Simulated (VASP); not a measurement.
# PbS (Fm-3m) in VASP: a series of runs

The runs below take PbS through single point, with PBE, r2SCAN.

Everything below comes from runs of VASP 6.6.1. Logs are shortened: lines on timing, memory, paths and dates and some standing lists are left out, and cuts for length are marked.

## (1) The cell of the first run

It takes space group Fm-3m (No. 225, cubic). Conventional cell: a = 5.974 Å, b = 5.974 Å, c = 5.974 Å, α = 90.00°, β = 90.00°, γ = 90.00°. Within 3.9 Å of Pb (site symmetry m-3m) lie 6 S at 2.99 Å. S (site symmetry m-3m) has 6 Pb at 2.99 Å within 3.9 Å.

## (2) Single point, PBE

INCAR

```
SYSTEM = PbS
  ALGO = Normal
  EDIFF = 1E-6
  ENCUT = 500
  GGA = PE
  GGA_COMPAT = .FALSE.
  ISIF = 2
  ISMEAR = 0
  LASPH = .TRUE.
  LCHARG = .FALSE.
  LREAL = .FALSE.
  LWAVE = .FALSE.
  NBANDS = 17
  NELM = 120
  PREC = Accurate
  SIGMA = 0.01
```

KPOINTS

```
k-points
0
G
  4 4 4
  0 0 0
```

POSCAR

```
PbS
1.0
    0.0000000000      2.9872326701      2.9872326701
    2.9872326701      0.0000000000      2.9872326701
    2.9872326701      2.9872326701      0.0000000000
Pb S
1 1
Direct
    0.0000000000      0.0000000000      0.0000000000
    0.5000000000      0.5000000000      0.5000000000
```

Potentials or basis: VASP PAW PBE potentials, release 64 (Pb_d, S).

The run is started by

```bash
$ cat potpaw_PBE.64/Pb_d/POTCAR potpaw_PBE.64/S/POTCAR > POTCAR
$ mpirun -np 1 vasp_std > vasp.out
```

OUTCAR:

```text
SYSTEM = PbS
   EDIFF = 1E-6
   ENCUT = 500
   GGA = PE
   ISIF = 2
   ISMEAR = 0
   LASPH = .TRUE.
   LREAL = .FALSE.
   NELM = 120
   PREC = Accurate

 ion  position               nearest neighbor table
   1  0.000  0.000  0.000-   2 2.99   2 2.99   2 2.99   2 2.99   2 2.99   2 2.99
   2  0.500  0.500  0.500-   1 2.99   1 2.99   1 2.99   1 2.99   1 2.99   1 2.99

  LATTYP: Found a face centered cubic cell.
 ALAT       =     5.9744653402

  Lattice vectors:

 A1 = (   0.0000000000,   2.9872326701,   2.9872326701)
 A2 = (   2.9872326701,   0.0000000000,   2.9872326701)
 A3 = (   2.9872326701,   2.9872326701,   0.0000000000)

Analysis of symmetry for initial positions (statically):
=====================================================================
 Subroutine PRICEL returns:
 Original cell was already a primitive cell.

 Routine SETGRP: Setting up the symmetry group for a
 face centered cubic supercell.

 Subroutine GETGRP returns: Found 48 space group operations
 (whereof 48 operations were pure point group operations)
 out of a pool of 48 trial point group operations.

The static configuration has the point symmetry O_h .

Analysis of symmetry for dynamics (positions and initial velocities):
=====================================================================
 Subroutine PRICEL returns:
 Original cell was already a primitive cell.

 Routine SETGRP: Setting up the symmetry group for a
 face centered cubic supercell.

 Subroutine GETGRP returns: Found 48 space group operations
 (whereof 48 operations were pure point group operations)
 out of a pool of 48 trial point group operations.

The dynamic configuration has the point symmetry O_h .

 Subroutine INISYM returns: Found 48 space group operations
 (whereof 48 operations are pure point group operations),
 and found     1 'primitive' translations

----------------------------------------------------------------------------------------

                                     Primitive cell

  volume of cell :      53.3135

  direct lattice vectors                    reciprocal lattice vectors
     0.000000000  2.987232670  2.987232670    -0.167378994  0.167378994  0.167378994
     2.987232670  0.000000000  2.987232670     0.167378994 -0.167378994  0.167378994
     2.987232670  2.987232670  0.000000000     0.167378994  0.167378994 -0.167378994

  length of vectors
     4.224584956  4.224584956  4.224584956     0.289908922  0.289908922  0.289908922

  position of ions in fractional coordinates (direct lattice)
     0.000000000  0.000000000  0.000000000
     0.500000000  0.500000000  0.500000000

  ion indices of the primitive-cell ions
   primitive index   ion index
                 1           1
                 2           2

----------------------------------------------------------------------------------------

 KPOINTS: k-points

Automatic generation of k-mesh.
 Grid dimensions read from file:
 generate k-points for:    4    4    4

 Generating k-lattice:

  Cartesian coordinates                     Fractional coordinates (reciprocal lattice)
    -0.041844749  0.041844749  0.041844749     0.250000000  0.000000000  0.000000000
     0.041844749 -0.041844749  0.041844749     0.000000000  0.250000000  0.000000000
     0.041844749  0.041844749 -0.041844749     0.000000000  0.000000000  0.250000000

  Length of vectors
     0.072477231  0.072477231  0.072477231

  Shift w.r.t. Gamma in fractional coordinates (k-lattice)
     0.000000000  0.000000000  0.000000000

 Subroutine IBZKPT returns following result:
 ===========================================

 Found      8 irreducible k-points:

 Following reciprocal coordinates:
            Coordinates               Weight
  0.000000  0.000000  0.000000      1.000000
  0.250000  0.000000  0.000000      8.000000
  0.500000  0.000000  0.000000      4.000000
  0.250000  0.250000  0.000000      6.000000
  0.500000  0.250000  0.000000     24.000000
 -0.250000  0.250000  0.000000     12.000000
  0.500000  0.500000  0.000000      3.000000
 -0.250000  0.500000  0.250000      6.000000
   k-points           NKPTS =      8   k-points in BZ     NKDIM =      8   number of bands    NBANDS=     17
   number of dos      NEDOS =    301   number of ions     NIONS =      2
   total plane-waves  NPLWV =  32768
   dimension x,y,z NGX =    32 NGY =   32 NGZ =   32
   dimension x,y,z NGXF=    64 NGYF=   64 NGZF=   64
   ions per type =               1   1
   NGX,Y,Z   is equivalent  to a cutoff of  12.59, 12.59, 12.59 a.u.
   NGXF,Y,Z  is equivalent  to a cutoff of  25.19, 25.19, 25.19 a.u.
 SYSTEM =  PbS
   PREC   = accura    normal or accurate (medium, high low for compatibility)
   ISTART =      0    job   : 0-new  1-cont  2-samecut
   ICHARG =      2    charge: 1-file 2-atom 10-const
   ISPIN  =      1    spin polarized calculation?
   LNONCOLLINEAR =      F non collinear calculations
   LSORBIT =      F    spin-orbit coupling
   LASPH  =      T    aspherical Exc in radial PAW
   ENCUT  =  500.0 eV  36.75 Ry    6.06 a.u.   7.70  7.70  7.70*2*pi/ulx,y,z
   NELM   =    120;   NELMIN=  2; NELMDL= -5     # of ELM steps
   EDIFF  = 0.1E-05   stopping-criterion for ELM
   LREAL  =      F    real-space projection
[... 7 lines left out ...]
   TEBEG  =    0.0;   TEEND  =   0.0 temperature during run
   PSTRESS=    0.0 pullay stress
   NELECT =      20.0000    total number of electrons
   NUPDOWN=      -1.0000    fix difference up-down
   EMIN   =  10.00;   EMAX   =-10.00  energy-range for DOS
   EFERMI =   0.00;   METHOD = LEGACY
   ISMEAR =     0;   SIGMA  =   0.01  broadening in eV -4-tet -1-fermi 0-gaus
   EFERMI_NEDOS =   21; number of points for ismear=-14 and -15
   IALGO  =     38    algorithm
   IMIX   =      4    mixing-type and parameters
     AMIX     =   0.40;   BMIX     =  1.00
     AMIX_MAG =   1.60;   BMIX_MAG =  1.00
  volume/ion in A,a.u.               =      26.66       179.89
  Fermi-wavevector in a.u.,A,eV,Ry     =   1.180699  2.231197 18.967196  1.394050
  Thomas-Fermi vector in A             =   2.316986
   LORBIT       =      0    0 simple, 1 ext, 2 COOP (PROOUT), +10 PAW based schemes
   GGA     = PE    functional components
   LHFCALC =     F    Hartree Fock is set to
   AEXX    =    0.0000 exact exchange contribution
   IVDW    =     0    specifies the selected vdW correction
   LEPSILON=     F    determine dielectric tensor
   LRPA    =     F    only Hartree local field effects (RPA)
 non-spin polarized calculation
 Gauss-broadening in eV      SIGMA  =   0.01
  energy-cutoff  :      500.00
  volume of cell :       53.31
 maximum number of plane-waves:      1363
 NGX is ok and might be reduce to    32
   NGX = 15   NGY = 15   NGZ = 15

 number of electron      20.0000001 magnetization

 Free energy of the ion-electron system (eV)
  ---------------------------------------------------
  ext. energy  EPLUGINS =         0.00000000
  ---------------------------------------------------
  free energy    TOTEN  =        -8.75381090 eV

  energy without entropy =       -8.75381090  energy(sigma->0) =       -8.75381090

 E-fermi :   5.6048     XC(G=0):  -9.5826

 val. band max:        5.5165233969   @ k =   0.5000   0.0000   0.0000
 cond. band min:       5.9572143198   @ k =   0.5000   0.0000   0.0000
 fundamental gap:      0.4406909228
 Fermi energy:         5.6047713711

 k-point     1 :       0.0000    0.0000    0.0000
  band No.  band energies     occupation
      1     -11.2500      2.00000
      2     -11.2500      2.00000
      3     -11.2500      2.00000
      4     -11.2332      2.00000
      5     -11.2332      2.00000
      6      -7.8646      2.00000
      7      -0.5361      2.00000
      8       3.4736      2.00000
      9       3.4736      2.00000
     10       3.4736      2.00000
     11      10.6884      0.00000
     12      10.6884      0.00000
     13      10.6884      0.00000
     14      12.3248      0.00000
     15      12.3248      0.00000
     16      12.3248      0.00000
     17      14.2526      0.00000

 k-point     2 :       0.2500    0.0000    0.0000
  band No.  band energies     occupation
      1     -11.2517      2.00000
      2     -11.2517      2.00000
      3     -11.2478      2.00000
      4     -11.2244      2.00000
      5     -11.2244      2.00000
      6      -7.3801      2.00000
      7      -1.8687      2.00000
      8       3.6271      2.00000
      9       3.6271      2.00000
     10       4.4043      2.00000
     11       7.9023      0.00000
     12       8.7708      0.00000
     13       8.7708      0.00000
     14      12.4289      0.00000
     15      13.5281      0.00000
     16      13.5281      0.00000
     17      17.3403      0.00000

 k-point     3 :       0.5000    0.0000    0.0000
  band No.  band energies     occupation
      1     -11.2643      2.00000
      2     -11.2643      2.00000
      3     -11.2465      2.00000
      4     -11.2044      2.00000
      5     -11.2044      2.00000
      6      -6.6761      2.00000
      7      -3.1841      2.00000
      8       3.8479      2.00000
      9       3.8479      2.00000
     10       5.5165      2.00000
     11       5.9572      0.00000
     12       7.5490      0.00000
     13       7.5490      0.00000
     14      14.1710      0.00000
     15      15.6974      0.00000
     16      15.6974      0.00000
     17      16.0409      0.00000

 k-point     4 :       0.2500    0.2500    0.0000
  band No.  band energies     occupation
      1     -11.2852      2.00000
      2     -11.2616      2.00000
      3     -11.2226      2.00000
      4     -11.2226      2.00000
      5     -11.2213      2.00000
      6      -7.2014      2.00000
      7      -1.6535      2.00000
      8       2.8295      2.00000
      9       2.8295      2.00000
     10       3.8816      2.00000
     11       7.9713      0.00000
     12      10.3658      0.00000
     13      10.4213      0.00000
     14      10.4213      0.00000
     15      15.3679      0.00000
     16      15.5196      0.00000
     17      15.5303      0.00000

 k-point     5 :       0.5000    0.2500    0.0000
  band No.  band energies     occupation
      1     -11.3129      2.00000
      2     -11.2509      2.00000
      3     -11.2353      2.00000
      4     -11.2142      2.00000
      5     -11.2010      2.00000
      6      -6.4951      2.00000
      7      -2.5448      2.00000
      8       1.9157      2.00000
      9       2.8784      2.00000
     10       3.3965      2.00000
     11       8.3925      0.00000
     12       9.3445      0.00000
     13       9.7995      0.00000
     14      11.8773      0.00000
     15      16.1141      0.00000
     16      16.3148      0.00000
     17      16.9382      0.00000

 k-point     6 :      -0.2500    0.2500    0.0000
  band No.  band energies     occupation
      1     -11.2771      2.00000
      2     -11.2479      2.00000
      3     -11.2366      2.00000
      4     -11.2206      2.00000
      5     -11.2203      2.00000
      6      -6.7411      2.00000
      7      -2.5673      2.00000
      8       1.9778      2.00000
      9       3.7321      2.00000
     10       4.7612      2.00000
     11       6.9936      0.00000
     12       8.0018      0.00000
     13       9.7975      0.00000
     14      13.8802      0.00000
     15      14.2124      0.00000
     16      15.3682      0.00000
     17      16.2206      0.00000

 k-point     7 :       0.5000    0.5000    0.0000
  band No.  band energies     occupation
      1     -11.3709      2.00000
      2     -11.2732      2.00000
      3     -11.2095      2.00000
      4     -11.1940      2.00000
      5     -11.1940      2.00000
      6      -6.2812      2.00000
      7      -1.6323      2.00000
      8       0.5270      2.00000
      9       2.2384      2.00000
     10       2.2384      2.00000
     11       9.4943      0.00000
     12      11.0416      0.00000
     13      11.1412      0.00000
     14      11.1412      0.00000
     15      16.6954      0.00000
     16      17.8167      0.00000
     17      17.8178      0.00000

 k-point     8 :      -0.2500    0.5000    0.2500
  band No.  band energies     occupation
      1     -11.3311      2.00000
      2     -11.2346      2.00000
      3     -11.2346      2.00000
      4     -11.2315      2.00000
      5     -11.1939      2.00000
      6      -6.2409      2.00000
      7      -2.3290      2.00000
      8       1.2788      2.00000
      9       1.2788      2.00000
     10       4.5573      2.00000
     11       7.7438      0.00000
     12      10.1986      0.00000
     13      10.1986      0.00000
     14      13.6705      0.00000
     15      13.6705      0.00000
     16      17.4679      0.00000
     17      17.8089      0.00000

------------------------ aborting loop because EDIFF is reached ----------------------------------------

  FORCE on cell =-STRESS in cart. coord.  units (eV):
  Direction    XX          YY          ZZ          XY          YZ          ZX
  --------------------------------------------------------------------------------------
  -------------------------------------------------------------------------------------
  Total        0.3152262      0.3152262      0.3152262      0.0000000      0.0000000     -0.0000000
  in kB        9.4731799      9.4731799      9.4731799      0.0000000      0.0000000     -0.0000000
  external PRESSURE =       9.4731799 kB  Pullay stress =       0.0000000 kB

 VOLUME and BASIS-vectors are now :
 -----------------------------------------------------------------------------
  energy-cutoff  :      500.00
  volume of cell :       53.31
      direct lattice vectors                 reciprocal lattice vectors
     0.000000000  2.987232670  2.987232670    -0.167378994  0.167378994  0.167378994
     2.987232670  0.000000000  2.987232670     0.167378994 -0.167378994  0.167378994
     2.987232670  2.987232670  0.000000000     0.167378994  0.167378994 -0.167378994

 POSITION                                       TOTAL-FORCE (eV/Angst)
 -----------------------------------------------------------------------------------
      0.00000      0.00000      0.00000         0.000000      0.000000     -0.000000
      2.98723      2.98723      2.98723         0.000000     -0.000000      0.000000
 -----------------------------------------------------------------------------------
    total drift:                                0.000000     -0.000000     -0.000000

  FREE ENERGIE OF THE ION-ELECTRON SYSTEM (eV)
  ---------------------------------------------------
  free  energy   TOTEN  =        -8.7538108976 eV

  energy  without entropy=       -8.7538108976  energy(sigma->0) =       -8.75381090
```

It took 10 s on 1 thread of AMD EPYC 7R13 (Zen 3), shared host; peak memory 0.14 GiB.

Results:

```yaml
Free_energy: -8.7538 eV
Pressure: 0.9 GPa
Band_gap_on_the_k_mesh: 0.44 eV, direct
```

Levels at points of the mesh, in eV from the valence-band top:
```
           k point  band 6  band 7  band 8  band 9  band 10  band 11  band 12  band 13  band 14  band 15
(0.00, 0.00, 0.00)  -13.38   -6.05   -2.04   -2.04    -2.04     5.17     5.17     5.17     6.81     6.81
(0.50, 0.00, 0.00)  -12.19   -8.70   -1.67   -1.67     0.00     0.44     2.03     2.03     8.65    10.18
(0.50, 0.50, 0.00)  -11.80   -7.15   -4.99   -3.28    -3.28     3.98     5.53     5.62     5.62    11.18
```

Caveat: the k points lie up to 0.46 Å⁻¹ apart; spin-orbit coupling is left out, which moves the levels of the heavy elements. A k mesh can miss the band edges.

(Continued in part 2 of 2.)
